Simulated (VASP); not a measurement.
# K (Pm-3n) in VASP: single point with RPBE

Aim: the single point of K with RPBE.

All numbers are computed with VASP 6.6.1; they aren't measurements. Logs are shortened: lines on timing, memory, paths and dates and some standing lists are left out, and cuts for length are marked.

## (1) The cell of the first run

The structure is cubic, space group Pm-3n (No. 223). The conventional cell has a = 8.675 Å, b = 8.675 Å, c = 8.675 Å, α = 90.00°, β = 90.00°, γ = 90.00°. Within 5.7 Å of K (site symmetry -4m2) lie 14 K at 4.34 to 5.31 Å.

## (2) Single point, RPBE

Input file INCAR:

```
  PREC = Accurate
  ENCUT = 520
  EDIFF = 1E-6
  ISMEAR = -1
  SIGMA = 0.1
  LREAL = F
  LASPH = T
  NELM = 100
  ALGO = Normal
  ISIF = 2
  LWAVE = F
  LCHARG = F
  GGA = RP
  NBANDS = 46
```

Input file KPOINTS:

```
regular mesh
0
Gamma
  4 4 4
```

Input file POSCAR:

```
K
1.0
    8.6746770610      0.0000000000      0.0000000000
    0.0000000000      8.6746770610      0.0000000000
    0.0000000000      0.0000000000      8.6746770610
K
8
Direct
    0.0000000000      1.0000000000      1.0000000000
    0.5000000000      0.5000000000      0.5000000000
    0.2500000000      0.0000000000      0.5000000000
    0.7500000000      0.0000000000      0.5000000000
    0.5000000000      0.2500000000      0.0000000000
    0.5000000000      0.7500000000      0.0000000000
    1.0000000000      0.5000000000      0.2500000000
    1.0000000000      0.5000000000      0.7500000000
```

Potentials or basis: VASP PAW PBE potentials, release 64 (K_sv).

The run is started by

```console
$ cat potpaw_PBE.64/K_sv/POTCAR > POTCAR
$ mpirun -np 1 vasp_std > vasp.out
```

OUTCAR:

```text
PREC = Accurate
   ENCUT = 520
   EDIFF = 1E-6
   ISMEAR = -1
   LREAL = F
   LASPH = T
   NELM = 100
   ISIF = 2
   GGA = RP

 ion  position               nearest neighbor table
   1  0.000  0.000  0.000-
   2  0.500  0.500  0.500-
   3  0.250  0.000  0.500-
   4  0.750  0.000  0.500-
   5  0.500  0.250  0.000-
   6  0.500  0.750  0.000-
   7  0.000  0.500  0.250-
   8  0.000  0.500  0.750-

  LATTYP: Found a simple cubic cell.
 ALAT       =     8.6746770610

  Lattice vectors:

 A1 = (   8.6746770610,   0.0000000000,   0.0000000000)
 A2 = (   0.0000000000,   8.6746770610,   0.0000000000)
 A3 = (   0.0000000000,   0.0000000000,   8.6746770610)

Analysis of symmetry for initial positions (statically):
=====================================================================
 Subroutine PRICEL returns:
 Original cell was already a primitive cell.

 Routine SETGRP: Setting up the symmetry group for a
 simple cubic supercell.

 Subroutine GETGRP returns: Found 48 space group operations
 (whereof 24 operations were pure point group operations)
 out of a pool of 48 trial point group operations.

The static configuration has the point symmetry T_h .
 The point group associated with its full space group is O_h .

Analysis of symmetry for dynamics (positions and initial velocities):
=====================================================================
 Subroutine PRICEL returns:
 Original cell was already a primitive cell.

 Routine SETGRP: Setting up the symmetry group for a
 simple cubic supercell.

 Subroutine GETGRP returns: Found 48 space group operations
 (whereof 24 operations were pure point group operations)
 out of a pool of 48 trial point group operations.

The dynamic configuration has the point symmetry T_h .
 The point group associated with its full space group is O_h .

 Subroutine INISYM returns: Found 48 space group operations
 (whereof 24 operations are pure point group operations),
 and found     1 'primitive' translations

----------------------------------------------------------------------------------------
[... 88 lines left out ...]
   ENCUT  =  520.0 eV  38.22 Ry    6.18 a.u.  16.13 16.13 16.13*2*pi/ulx,y,z
   NELM   =    100;   NELMIN=  2; NELMDL= -5     # of ELM steps
   EDIFF  = 0.1E-05   stopping-criterion for ELM
   LREAL  =      F    real-space projection
   EDIFFG = 0.1E-04   stopping-criterion for IOM
   NSW    =      0    number of steps for IOM
   IBRION =     -1    ionic relax: 0-MD 1-quasi-New 2-CG
   NFREE  =      0    steps in history (QN), initial steepest desc. (CG)
   ISIF   =      2    stress and relaxation
   ISYM   =      2    0-nonsym 1-usesym 2-fastsym
   POTIM  = 0.5000    time-step for ionic-motion
   TEBEG  =    0.0;   TEEND  =   0.0 temperature during run
   PSTRESS=    0.0 pullay stress
   NELECT =      72.0000    total number of electrons
   NUPDOWN=      -1.0000    fix difference up-down
   EMIN   =  10.00;   EMAX   =-10.00  energy-range for DOS
   EFERMI =   0.00;   METHOD = LEGACY
   ISMEAR =    -1;   SIGMA  =   0.10  broadening in eV -4-tet -1-fermi 0-gaus
   EFERMI_NEDOS =   21; number of points for ismear=-14 and -15
   IALGO  =     38    algorithm
   IMIX   =      4    mixing-type and parameters
     AMIX     =   0.40;   BMIX     =  1.00
     AMIX_MAG =   1.60;   BMIX_MAG =  1.00
  volume/ion in A,a.u.               =      81.60       550.64
  Fermi-wavevector in a.u.,A,eV,Ry     =   0.785113  1.483649  8.386671  0.616403
  Thomas-Fermi vector in A             =   1.889383
   LORBIT       =      0    0 simple, 1 ext, 2 COOP (PROOUT), +10 PAW based schemes
   GGA     = RP    functional components
   LHFCALC =     F    Hartree Fock is set to
   AEXX    =    0.0000 exact exchange contribution
   IVDW    =     0    specifies the selected vdW correction
   LEPSILON=     F    determine dielectric tensor
   LRPA    =     F    only Hartree local field effects (RPA)
 non-spin polarized calculation
  energy-cutoff  :      520.00
  volume of cell :      652.77
 maximum number of plane-waves:     17620
 NGX is ok and might be reduce to    70
   NGX = 33   NGY = 33   NGZ = 33

 number of electron      71.9999990 magnetization

 Free energy of the ion-electron system (eV)
  ---------------------------------------------------
  ext. energy  EPLUGINS =         0.00000000
  ---------------------------------------------------
  free energy    TOTEN  =        -7.53877581 eV

  energy without entropy =       -7.34679808  energy(sigma->0) =       -7.44278694

 E-fermi :  -0.1971     XC(G=0):  -5.2796

 val. band max:       -0.2018892765   @ k =   0.0000   0.0000   0.0000
 cond. band min:      -0.1895787876   @ k =   0.0000   0.0000   0.0000
 fundamental gap:      0.0123104889
 Fermi energy:        -0.1971464547

 k-point     1 :       0.0000    0.0000    0.0000
  band No.  band energies     occupation
      1     -32.5363      2.00000
      2     -32.5354      2.00000
      3     -32.5354      2.00000
      4     -32.5320      2.00000
      5     -32.5320      2.00000
      6     -32.5320      2.00000
[... 479 lines left out ...]
     45       2.2947      0.00000
     46       2.2952      0.00000

------------------------ aborting loop because EDIFF is reached ----------------------------------------

  FORCE on cell =-STRESS in cart. coord.  units (eV):
  Direction    XX          YY          ZZ          XY          YZ          ZX
  --------------------------------------------------------------------------------------
  -------------------------------------------------------------------------------------
  Total       -0.0563886     -0.0563886     -0.0563886      0.0000000     -0.0000000     -0.0000000
  in kB       -0.1384018     -0.1384018     -0.1384018      0.0000000     -0.0000000     -0.0000000
  external PRESSURE =      -0.1384018 kB  Pullay stress =       0.0000000 kB

 VOLUME and BASIS-vectors are now :
 -----------------------------------------------------------------------------
  energy-cutoff  :      520.00
  volume of cell :      652.77
      direct lattice vectors                 reciprocal lattice vectors
     8.674677061  0.000000000  0.000000000     0.115278067  0.000000000  0.000000000
     0.000000000  8.674677061  0.000000000     0.000000000  0.115278067  0.000000000
     0.000000000  0.000000000  8.674677061     0.000000000  0.000000000  0.115278067

 POSITION                                       TOTAL-FORCE (eV/Angst)
 -----------------------------------------------------------------------------------
      0.00000      0.00000      0.00000         0.000000      0.000000      0.000000
      4.33734      4.33734      4.33734         0.000000      0.000000      0.000000
      2.16867      0.00000      4.33734         0.000000     -0.000000     -0.000000
      6.50601      0.00000      4.33734        -0.000000      0.000000      0.000000
      4.33734      2.16867      0.00000         0.000000     -0.000000     -0.000000
      4.33734      6.50601      0.00000         0.000000      0.000000      0.000000
      0.00000      4.33734      2.16867        -0.000000     -0.000000     -0.000000
      0.00000      4.33734      6.50601         0.000000      0.000000      0.000000
 -----------------------------------------------------------------------------------
    total drift:                                0.000000      0.000000      0.000000

  FREE ENERGIE OF THE ION-ELECTRON SYSTEM (eV)
  ---------------------------------------------------
  free  energy   TOTEN  =        -7.5387758057 eV

  energy  without entropy=       -7.3467980782  energy(sigma->0) =       -7.44278694
```

OSZICAR:

```text
N       E                     dE             d eps       ncg     rms          rms(c)
DAV:   1     0.569645030051E+03    0.56965E+03   -0.29751E+04   984   0.124E+03
DAV:   2     0.400577644971E+02   -0.52959E+03   -0.52274E+03  1084   0.351E+02
DAV:   3    -0.456921442164E+01   -0.44627E+02   -0.44173E+02  1288   0.800E+01
DAV:   4    -0.729948546031E+01   -0.27303E+01   -0.27219E+01  1442   0.196E+01
DAV:   5    -0.749338188396E+01   -0.19390E+00   -0.19383E+00  1282   0.328E+00    0.408E+00
DAV:   6    -0.751988557403E+01   -0.26504E-01   -0.30475E-02  1128   0.756E-01    0.246E+00
DAV:   7    -0.753759423782E+01   -0.17709E-01   -0.21450E-02  1064   0.756E-01    0.128E-01
DAV:   8    -0.753839966408E+01   -0.80543E-03   -0.12427E-03  1448   0.135E-01    0.752E-02
DAV:   9    -0.753878339280E+01   -0.38373E-03   -0.33275E-04  1042   0.108E-01    0.226E-02
DAV:  10    -0.753877796422E+01    0.54286E-05   -0.12337E-05  1168   0.156E-02    0.480E-03
DAV:  11    -0.753877630833E+01    0.16559E-05   -0.10654E-06   714   0.580E-03    0.196E-03
DAV:  12    -0.753877580567E+01    0.50266E-06   -0.34022E-07   664   0.286E-03
   1 F= -.75387758E+01 E0= -.74427869E+01  d E =-.191978E+00
```

stdout:

```text
POSCAR found type information on POSCAR K
 POSCAR found :  1 types and       8 ions
 scaLAPACK will be used
 -----------------------------------------------------------------------------
|                                                                             |
|                                                                             |
|     You enforced a specific xc type in the INCAR file but a different       |
|     I HOPE YOU KNOW WHAT YOU ARE DOING!                                     |
|                                                                             |
 -----------------------------------------------------------------------------

 LDA part: xc-table for (Slater+PW92), standard interpolation
 POSCAR, INCAR and KPOINTS ok, starting setup
 FFT: planning ... GRIDC
 FFT: planning ... GRID_SOFT
 FFT: planning ... GRID
 WAVECAR not read
 entering main loop
```

Wall time 7.3 min (1 thread of Intel Xeon 8259CL, shared host); peak memory 0.79 GiB.

What came out:

| Quantity | Value |
| --- | --- |
| Free energy | -7.5388 eV |
| Pressure | 0.0 GPa |
| Band gap on the k mesh | zero (bands 36 and 37 overlap by 0.89 eV) |

Caveat: the PAW data sets were made with another functional, which shifts forces and pressure a little.
